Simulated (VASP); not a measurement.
# KF (I4mm) in VASP: further runs

The runs below take KF through single point, with r2SCAN.

Everything below comes from runs of VASP 6.6.1. Logs are shortened: lines on timing, memory, paths and dates and some standing lists are left out, and cuts for length are marked.

## 1. The cell of the first run

It takes space group I4mm (No. 107, tetragonal). Conventional cell: a = 3.781 Å, b = 3.781 Å, c = 5.347 Å, α = 90.00°, β = 90.00°, γ = 90.00°. Within 3.4 Å of K (site symmetry 4mm) lie 6 F at 2.60 to 2.75 Å. F (site symmetry 4mm) has 6 K at 2.60 to 2.75 Å within 3.4 Å.

## 2. Single point, r2SCAN (all K atoms moved +0.075 Å, as atom 1 along Cartesian [1 0 0])

The input, POSCAR:

```
KF
1.0
    0.0000000000      2.6735000000      2.6735000000
    2.6735000000      0.0000000000      2.6735000000
    2.6735000000      2.6735000000      0.0000000000
K F
1 1
Direct
   -0.0140265569      0.0140265569      0.0140265569
    0.5000000000      0.5000000000      0.5000000000
```

The input, INCAR.step1:

```
SYSTEM = KF
PREC = Accurate
ENCUT = 520
ISMEAR = 0
SIGMA = 0.05
LREAL = .FALSE.
LASPH = .TRUE.
NELM = 100
NBANDS = 15
GGA = PE
ALGO = Normal
EDIFF = 1E-4
LWAVE = .TRUE.
LCHARG = .FALSE.
```

The input, INCAR.step2:

```
SYSTEM = KF
PREC = Accurate
ENCUT = 520
EDIFF = 1E-6
ISMEAR = 0
SIGMA = 0.05
LREAL = .FALSE.
LASPH = .TRUE.
NELM = 100
ALGO = Normal
ISIF = 2
LWAVE = .FALSE.
LCHARG = .TRUE.
METAGGA = R2SCAN
LMIXTAU = .TRUE.
LELF = .TRUE.
LVHAR = .TRUE.
NBANDS = 15
ISTART = 1
```

The input, KPOINTS:

```
regular mesh
0
G
  8 8 8
  0 0 0
```

Potentials or basis: VASP PAW PBE potentials, release 64 (K_sv, F).

Started as:

```console
> cat potpaw_PBE.64/K_sv/POTCAR potpaw_PBE.64/F/POTCAR > POTCAR
> cp INCAR.step1 INCAR
> mpirun -np 1 vasp_std > vasp.out
> cp INCAR.step2 INCAR
> mpirun -np 1 vasp_std > vasp.out
```

OUTCAR:

```text
SYSTEM = KF
   PREC = Accurate
   ENCUT = 520
   EDIFF = 1E-6
   ISMEAR = 0
   LREAL = .FALSE.
   LASPH = .TRUE.
   NELM = 100
   ISIF = 2
   METAGGA = R2SCAN
   ISTART = 1

 ion  position               nearest neighbor table
   1  0.986  0.014  0.014-   2 2.60   2 2.67   2 2.67   2 2.67   2 2.67   2 2.75
   2  0.500  0.500  0.500-   1 2.60   1 2.67   1 2.67   1 2.67   1 2.67   1 2.75

  LATTYP: Found a face centered cubic cell.
 ALAT       =     5.3470000000

  Lattice vectors:

 A1 = (   0.0000000000,   2.6735000000,   2.6735000000)
 A2 = (   2.6735000000,   0.0000000000,   2.6735000000)
 A3 = (   2.6735000000,   2.6735000000,   0.0000000000)

Analysis of symmetry for initial positions (statically):
=====================================================================
 Subroutine PRICEL returns:
 Original cell was already a primitive cell.

 Routine SETGRP: Setting up the symmetry group for a
 face centered cubic supercell.

 Subroutine GETGRP returns: Found  8 space group operations
 (whereof  8 operations were pure point group operations)
 out of a pool of 48 trial point group operations.

The static configuration has the point symmetry C_4v.

Analysis of symmetry for dynamics (positions and initial velocities):
=====================================================================
 Subroutine PRICEL returns:
 Original cell was already a primitive cell.

 Routine SETGRP: Setting up the symmetry group for a
 face centered cubic supercell.

 Subroutine GETGRP returns: Found  8 space group operations
 (whereof  8 operations were pure point group operations)
 out of a pool of 48 trial point group operations.

The dynamic configuration has the point symmetry C_4v.

 Subroutine INISYM returns: Found  8 space group operations
 (whereof  8 operations are pure point group operations),
 and found     1 'primitive' translations

----------------------------------------------------------------------------------------

                                     Primitive cell

  volume of cell :      38.2182

  direct lattice vectors                    reciprocal lattice vectors
     0.000000000  2.673500000  2.673500000    -0.187020759  0.187020759  0.187020759
     2.673500000  0.000000000  2.673500000     0.187020759 -0.187020759  0.187020759
     2.673500000  2.673500000  0.000000000     0.187020759  0.187020759 -0.187020759

  length of vectors
     3.780899959  3.780899959  3.780899959     0.323929457  0.323929457  0.323929457

  position of ions in fractional coordinates (direct lattice)
     0.985973443  0.014026557  0.014026557
     0.500000000  0.500000000  0.500000000

  ion indices of the primitive-cell ions
   primitive index   ion index
                 1           1
                 2           2

----------------------------------------------------------------------------------------

 KPOINTS: regular mesh

Automatic generation of k-mesh.
 Grid dimensions read from file:
 generate k-points for:    8    8    8

 Generating k-lattice:

  Cartesian coordinates                     Fractional coordinates (reciprocal lattice)
    -0.023377595  0.023377595  0.023377595     0.125000000  0.000000000  0.000000000
     0.023377595 -0.023377595  0.023377595     0.000000000  0.125000000  0.000000000
     0.023377595  0.023377595 -0.023377595     0.000000000  0.000000000  0.125000000

  Length of vectors
     0.040491182  0.040491182  0.040491182

  Shift w.r.t. Gamma in fractional coordinates (k-lattice)
     0.000000000  0.000000000  0.000000000

 Subroutine IBZKPT returns following result:
 ===========================================

 Found     59 irreducible k-points:

 Following reciprocal coordinates:
            Coordinates               Weight
  0.000000  0.000000  0.000000      1.000000
  0.125000  0.000000  0.000000      8.000000
  0.250000  0.000000  0.000000      8.000000
  0.375000  0.000000  0.000000      8.000000
  0.500000  0.000000  0.000000      4.000000
  0.125000  0.125000  0.000000      4.000000
[... 16 lines left out ...]
  0.000000  0.375000  0.250000      8.000000
  0.500000  0.250000  0.000000     16.000000
 [... further k-points ...]
   k-points           NKPTS =     59   k-points in BZ     NKDIM =     59   number of bands    NBANDS=     15
   number of dos      NEDOS =    301   number of ions     NIONS =      2
   total plane-waves  NPLWV =  21952
   dimension x,y,z NGX =    28 NGY =   28 NGZ =   28
   dimension x,y,z NGXF=    56 NGYF=   56 NGZF=   56
   ions per type =               1   1
   NGX,Y,Z   is equivalent  to a cutoff of  12.31, 12.31, 12.31 a.u.
   NGXF,Y,Z  is equivalent  to a cutoff of  24.62, 24.62, 24.62 a.u.
 SYSTEM =  KF
   PREC   = accura    normal or accurate (medium, high low for compatibility)
   ISTART =      1    job   : 0-new  1-cont  2-samecut
   ICHARG =      0    charge: 1-file 2-atom 10-const
   ISPIN  =      1    spin polarized calculation?
   LNONCOLLINEAR =      F non collinear calculations
   LSORBIT =      F    spin-orbit coupling
   LASPH  =      T    aspherical Exc in radial PAW
   ENCUT  =  520.0 eV  38.22 Ry    6.18 a.u.   7.03  7.03  7.03*2*pi/ulx,y,z
   NELM   =    100;   NELMIN=  2; NELMDL=  0     # of ELM steps
   EDIFF  = 0.1E-05   stopping-criterion for ELM
   LREAL  =      F    real-space projection
   EDIFFG = 0.1E-04   stopping-criterion for IOM
   NSW    =      0    number of steps for IOM
   IBRION =     -1    ionic relax: 0-MD 1-quasi-New 2-CG
   NFREE  =      0    steps in history (QN), initial steepest desc. (CG)
   ISIF   =      2    stress and relaxation
   ISYM   =      2    0-nonsym 1-usesym 2-fastsym
   POTIM  = 0.5000    time-step for ionic-motion
   TEBEG  =    0.0;   TEEND  =   0.0 temperature during run
   PSTRESS=    0.0 pullay stress
   NELECT =      16.0000    total number of electrons
   NUPDOWN=      -1.0000    fix difference up-down
   EMIN   =  10.00;   EMAX   =-10.00  energy-range for DOS
   EFERMI =   0.00;   METHOD = LEGACY
   ISMEAR =     0;   SIGMA  =   0.05  broadening in eV -4-tet -1-fermi 0-gaus
   EFERMI_NEDOS =   21; number of points for ismear=-14 and -15
   IALGO  =     38    algorithm
   IMIX   =      4    mixing-type and parameters
     AMIX     =   0.40;   BMIX     =  1.00
     AMIX_MAG =   1.60;   BMIX_MAG =  1.00
  volume/ion in A,a.u.               =      19.11       128.95
  Fermi-wavevector in a.u.,A,eV,Ry     =   1.224686  2.314320 20.406766  1.499855
  Thomas-Fermi vector in A             =   2.359751
   LORBIT       =      0    0 simple, 1 ext, 2 COOP (PROOUT), +10 PAW based schemes
   METAGGA = R2SCAN    functional components
   LHFCALC =     F    Hartree Fock is set to
   AEXX    =    0.0000 exact exchange contribution
   IVDW    =     0    specifies the selected vdW correction
   LEPSILON=     F    determine dielectric tensor
   LRPA    =     F    only Hartree local field effects (RPA)
 non-spin polarized calculation
 Gauss-broadening in eV      SIGMA  =   0.05
  energy-cutoff  :      520.00
  volume of cell :       38.22
 maximum number of plane-waves:      1056
   NGX = 13   NGY = 13   NGZ = 13

 number of electron      16.0000001 magnetization

 Free energy of the ion-electron system (eV)
  ---------------------------------------------------
  ext. energy  EPLUGINS =         0.00000000
  ---------------------------------------------------
  free energy    TOTEN  =       -14.96783351 eV

  energy without entropy =      -14.96783351  energy(sigma->0) =      -14.96783351

 E-fermi :  -3.1415     XC(G=0):  -8.8880

 val. band max:       -3.3569959731   @ k =   0.0000   0.0000   0.0000
 cond. band min:       3.4635296369   @ k =   0.0000   0.0000   0.0000
 fundamental gap:      6.8205256100
 Fermi energy:        -3.1415029233

 k-point     1 :       0.0000    0.0000    0.0000
  band No.  band energies     occupation
      1     -30.4803      2.00000
      2     -23.1444      2.00000
      3     -12.9671      2.00000
      4     -12.9669      2.00000
      5     -12.9669      2.00000
      6      -3.3593      2.00000
      7      -3.3593      2.00000
      8      -3.3570      2.00000
      9       3.4635      0.00000
     10       8.0961      0.00000
     11       8.1051      0.00000
     12       8.1051      0.00000
     13       9.9538      0.00000
     14       9.9705      0.00000
     15      13.8189      0.00000

 k-point     2 :       0.1250    0.0000    0.0000
  band No.  band energies     occupation
      1     -30.4667      2.00000
      2     -23.1576      2.00000
      3     -13.0079      2.00000
      4     -12.9723      2.00000
      5     -12.9720      2.00000
      6      -3.4915      2.00000
      7      -3.4092      2.00000
      8      -3.4061      2.00000
      9       3.8946      0.00000
     10       7.7976      0.00000
     11       8.3149      0.00000
     12       8.3188      0.00000
     13      10.0995      0.00000
     14      10.1168      0.00000
     15      14.6392      0.00000

 k-point     3 :       0.2500    0.0000    0.0000
  band No.  band energies     occupation
      1     -30.4336      2.00000
      2     -23.1879      2.00000
      3     -13.1045      2.00000
      4     -12.9852      2.00000
      5     -12.9849      2.00000
      6      -3.7738      2.00000
      7      -3.5274      2.00000
      8      -3.5244      2.00000
      9       4.9715      0.00000
     10       7.3860      0.00000
     11       8.8511      0.00000
     12       8.8534      0.00000
     13      10.5488      0.00000
     14      10.5662      0.00000
     15      15.9124      0.00000
[... 343 lines left out ...]
 k-point    23 :       0.0000    0.3750    0.2500
  band No.  band energies     occupation
      1     -30.3957      2.00000
      2     -23.1887      2.00000
      3     -13.2430      2.00000
      4     -13.1091      2.00000
      5     -13.0972      2.00000
      6      -3.8110      2.00000
      7      -3.4801      2.00000
      8      -3.4509      2.00000
      9       6.1324      0.00000
     10       6.2692      0.00000
     11       9.6123      0.00000
     12      10.1468      0.00000
     13      10.7763      0.00000
     14      11.0746      0.00000
     15      15.4457      0.00000

 k-point    24 :       0.5000    0.2500    0.0000
  band No.  band energies     occupation
      1     -30.3763      2.00000
      2     -23.1993      2.00000
      3     -13.3222      2.00000
      4     -13.1506      2.00000
      5     -13.0888      2.00000
      6      -3.7879      2.00000
      7      -3.5995      2.00000
      8      -3.5446      2.00000
      9       6.3323      0.00000
     10       7.2388      0.00000
     11       9.1797      0.00000
     12      10.3646      0.00000
     13      11.6737      0.00000
     14      12.0539      0.00000
     15      13.3817      0.00000

 [... further k-points ...]

------------------------ aborting loop because EDIFF is reached ----------------------------------------

  FORCE on cell =-STRESS in cart. coord.  units (eV):
  Direction    XX          YY          ZZ          XY          YZ          ZX
  --------------------------------------------------------------------------------------
  -------------------------------------------------------------------------------------
  Total       -0.0704497     -0.1458572     -0.1458572     -0.0000000     -0.0000000     -0.0000000
  in kB       -2.9533784     -6.1145974     -6.1145974     -0.0000000     -0.0000000     -0.0000000
  external PRESSURE =      -5.0608577 kB  Pullay stress =       0.0000000 kB

 VOLUME and BASIS-vectors are now :
 -----------------------------------------------------------------------------
  energy-cutoff  :      520.00
  volume of cell :       38.22
      direct lattice vectors                 reciprocal lattice vectors
     0.000000000  2.673500000  2.673500000    -0.187020759  0.187020759  0.187020759
     2.673500000  0.000000000  2.673500000     0.187020759 -0.187020759  0.187020759
     2.673500000  2.673500000  0.000000000     0.187020759  0.187020759 -0.187020759

 POSITION                                       TOTAL-FORCE (eV/Angst)
 -----------------------------------------------------------------------------------
      0.07500      2.67350      2.67350        -0.129675      0.000000      0.000000
      2.67350      2.67350      2.67350         0.129675      0.000000      0.000000
 -----------------------------------------------------------------------------------
    total drift:                                0.001482      0.000000      0.000000

  FREE ENERGIE OF THE ION-ELECTRON SYSTEM (eV)
  ---------------------------------------------------
  free  energy   TOTEN  =       -14.9678335131 eV

  energy  without entropy=      -14.9678335131  energy(sigma->0) =      -14.96783351
```

Wall time 95 s (1 thread of Intel Xeon Platinum 8488C (Sapphire Rapids), shared host); peak memory 0.18 GiB.

Results:

```
Free energy            : -14.9678 eV
Pressure               : -0.5 GPa
Largest force          : 0.130 eV/Å
Band gap on the k mesh : 6.82 eV
```

Forces in eV/Å, atoms in the order of the input:
```
K   -0.130  0.000  0.000
F    0.130  0.000  0.000
```

Levels at points of the mesh, in eV from the valence-band top:
| k point | band 6 | band 7 | band 8 | band 9 | band 10 | band 11 |
| --- | --- | --- | --- | --- | --- | --- |
| (0.00, 0.00, 0.00) | 0.00 | 0.00 | 0.00 | 6.82 | 11.45 | 11.46 |
| (0.50, 0.00, 0.00) | -0.76 | -0.33 | -0.33 | 9.67 | 11.22 | 12.92 |
| (0.50, 0.50, 0.00) | -0.20 | -0.06 | -0.05 | 8.78 | 11.21 | 12.41 |
| (0.00, 0.50, 0.50) | -0.20 | -0.05 | -0.05 | 8.77 | 11.19 | 12.41 |

Caveat: the cell differs from its parent crystal (all K atoms moved +0.075 Å, as atom 1 along Cartesian [1 0 0]); the PAW data sets were made with another functional, which shifts forces and pressure a little. A k mesh can miss the band edges.

## 3. Single point, r2SCAN (all K atoms moved +0.025 Å, as atom 1 along Cartesian [1 0 0])

POSCAR: that of step 2 with these lines changed.

```diff
@@ -8,3 +8,3 @@
 Direct
-   -0.0140265569      0.0140265569      0.0140265569
+   -0.0046755190      0.0046755190      0.0046755190
     0.5000000000      0.5000000000      0.5000000000
```

The input, INCAR.step1:

```
SYSTEM = KF
PREC = Accurate ; ENCUT = 520
ISMEAR = 0 ; SIGMA = 0.05
LREAL = .FALSE. ; LASPH = .TRUE.
NELM = 100 ; NBANDS = 15
GGA = PE ; ALGO = Normal
EDIFF = 1E-4 ; LWAVE = .TRUE.
LCHARG = .FALSE.
```

The input, INCAR.step2:

```
SYSTEM = KF
PREC = Accurate ; ENCUT = 520
EDIFF = 1E-6 ; ISMEAR = 0
SIGMA = 0.05 ; LREAL = .FALSE.
LASPH = .TRUE. ; NELM = 100
ALGO = Normal ; ISIF = 2
LWAVE = .FALSE. ; LCHARG = .FALSE.
METAGGA = R2SCAN ; LMIXTAU = .TRUE.
NBANDS = 15 ; ISTART = 1
```

KPOINTS is that of step 2.

Potentials or basis: VASP PAW PBE potentials, release 64 (K_sv, F).

Started as:

```console
> cat potpaw_PBE.64/K_sv/POTCAR potpaw_PBE.64/F/POTCAR > POTCAR
> cp INCAR.step1 INCAR
> mpirun -np 1 vasp_std > vasp.out
> cp INCAR.step2 INCAR
> mpirun -np 1 vasp_std > vasp.out
```

It took 82 s on 1 thread of Intel Xeon Platinum 8488C (Sapphire Rapids), shared host; peak memory 0.18 GiB.

Results (log left out):

| Quantity | Value |
| --- | --- |
| Free energy | -14.9721 eV |
| Pressure | -0.6 GPa |
| Largest force | 0.042 eV/Å |
| Band gap on the k mesh | 6.82 eV |

Forces in eV/Å, atoms in the order of the input:
```
K   -0.042  0.000  0.000
F    0.042  0.000  0.000
```

Levels at points of the mesh, in eV from the valence-band top:
```csv
k point,band 4,band 5,band 6,band 7,band 8,band 9,band 10,band 11,band 12,band 13
"(0.00, 0.00, 0.00)",-9.61,-9.61,0.00,0.00,0.00,6.82,11.45,11.45,11.45,13.31
"(0.50, 0.00, 0.00)",-9.65,-9.65,-0.76,-0.33,-0.33,9.67,11.23,12.92,12.92,15.27
"(0.50, 0.50, 0.00)",-9.82,-9.82,-0.20,-0.05,-0.05,8.76,11.21,12.41,14.62,15.12
"(0.00, 0.50, 0.50)",-9.82,-9.82,-0.20,-0.05,-0.05,8.76,11.21,12.41,14.62,15.12
```

Caveat: the cell differs from its parent crystal (all K atoms moved +0.025 Å, as atom 1 along Cartesian [1 0 0]); the PAW data sets were made with another functional, which shifts forces and pressure a little. A k mesh can miss the band edges.
